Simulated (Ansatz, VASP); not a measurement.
# InGa3As4: VASP beside Ansatz

POSCAR

```
InGa3As4
1.0
    5.7792007558      0.0000000000      0.0000000000
    0.0000000000      5.7792007558      0.0000000000
    0.0000000000      0.0000000000      5.7792007558
Ga As In
3 4 1
Direct
    0.5000000000      0.0000000000      0.0000000000
    0.0000000000      0.5000000000      0.0000000000
    0.0000000000      0.0000000000      0.5000000000
    0.7595397503      0.2404602497      0.2404602497
    0.2404602497      0.7595397503      0.2404602497
    0.2404602497      0.2404602497      0.7595397503
    0.7595397503      0.7595397503      0.7595397503
    0.5000000000      0.5000000000      0.5000000000
```

Contents of INCAR.step1:

```
SYSTEM = InGa3As4
ALGO = Normal ; EDIFF = 1E-4
ENCUT = 520 ; GGA = PE
ISMEAR = -1 ; LASPH = .TRUE.
LCHARG = .FALSE. ; LREAL = .FALSE.
LWAVE = .TRUE. ; NBANDS = 46
NELM = 100 ; PREC = Accurate
SIGMA = 0.02
```

The input INCAR.step2:

```
SYSTEM = InGa3As4
ALGO = Normal ; EDIFF = 1E-6
ENCUT = 520 ; ISIF = 2
ISMEAR = -1 ; ISTART = 1
LASPH = .TRUE. ; LCHARG = .FALSE.
LMIXTAU = .TRUE. ; LREAL = .FALSE.
LWAVE = .FALSE. ; METAGGA = R2SCAN
NBANDS = 46 ; NELM = 100
PREC = Accurate ; SIGMA = 0.02
```

File KPOINTS:

```
k-points
0
G
  4 4 4
  0 0 0
```

Input for Ansatz:

```yaml
crystal:
  lattice:
    - [5.7792007558, 0.0, 0.0]
    - [0.0, 5.7792007558, 0.0]
    - [0.0, 0.0, 5.7792007558]
  atoms:
    - { symbol: Ga, position: [0.5, 0.0, 0.0] }
    - { symbol: As, position: [0.7595397503, 0.2404602497, 0.2404602497] }
    - { symbol: Ga, position: [0.0, 0.5, 0.0] }
    - { symbol: As, position: [0.2404602497, 0.7595397503, 0.2404602497] }
    - { symbol: Ga, position: [0.0, 0.0, 0.5] }
    - { symbol: As, position: [0.2404602497, 0.2404602497, 0.7595397503] }
    - { symbol: In, position: [0.5, 0.5, 0.5] }
    - { symbol: As, position: [0.7595397503, 0.7595397503, 0.7595397503] }
kpoints:
  mp_grid: { grid: [4, 4, 4] }
  band_path:
    path: [[0.0, 0.0, 0.0], [0.0, 0.5, 0.0], [0.5, 0.5, 0.0], [0.5, 0.5, 0.5]]
    npoints: 1
hamiltonian:
  xc: r2scan
scf:
  occupations: { method: fermi_dirac, width: 0.02 }
  n_extra_bands: 6
output:
  forces: true
  stress: true
  eigenvalues: true
```

Alike in both runs: task single point; functional r2SCAN; k mesh 4 × 4 × 4; occupations fermi-dirac, width 0.02 eV; no spin polarisation.

|  | VASP | Ansatz |
| --- | --- | --- |
| version | VASP 6.6.1 | Ansatz 0.2.0 |
| potentials or method | VASP PAW PBE potentials, release 64 (Ga_d, As, In_d) | plane waves, PAW |
| plane-wave cutoff (eV) | 520 | 500 |
| valence electrons in the cell | 72 | 112 |

|  | VASP | Ansatz | Ansatz less VASP |
| --- | --- | --- | --- |
| pressure (GPa) | 0.0 | 0.0 | -0.07 |

VASP's potentials were made for PBE, not for r2SCAN. With one functional, cell and mesh, what is left measures potentials, basis and numerics. VASP's potentials hold 72 valence electrons a cell and Ansatz's 112, so a difference there can come from the potentials and not from the codes.
